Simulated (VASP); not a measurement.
Crystal: CoO.

```
Co O
1.0
     1.50547    0.86918    2.43993
    -1.50547    0.86918    2.43993
     0.00000   -1.73837    2.43993
Co O
1 1
Direct
  0.00000 0.00000 0.00000
  0.50000 0.50000 0.50000
```

Base run:

| Quantity | Value |
| --- | --- |
| Program | VASP 6.6.1 |
| Functional | PBEsol |
| Potentials or basis | VASP PAW PBE potentials, release 64 (Co, O) |
| Cutoff | 520 eV |
| k mesh | 18 × 18 × 18 |
| Occupations | gaussian, width 0.1 eV |
| Spin | collinear spin, ferromagnetic start |
| Starting moments | [2.75, 0.38] μB |

Its results: pressure -9.6 GPa; net moment 2.93 μB per cell; site moments Co +2.56; O +0.32 μB.

Question: The run is repeated on the same cell with these changes: k mesh from 18 × 18 × 18 to 1 × 1 × 1. What comes out?

Answer: Pressure 11.4 GPa; net moment 3.00 μB per cell; site moments Co +2.06; O +0.69 μB.

Caveats: some runs use coarse meshes; the PAW data sets were made with another functional, which shifts forces and pressure a little; a cell with one magnetic atom can't hold antiferromagnetic order, which such compounds often take.
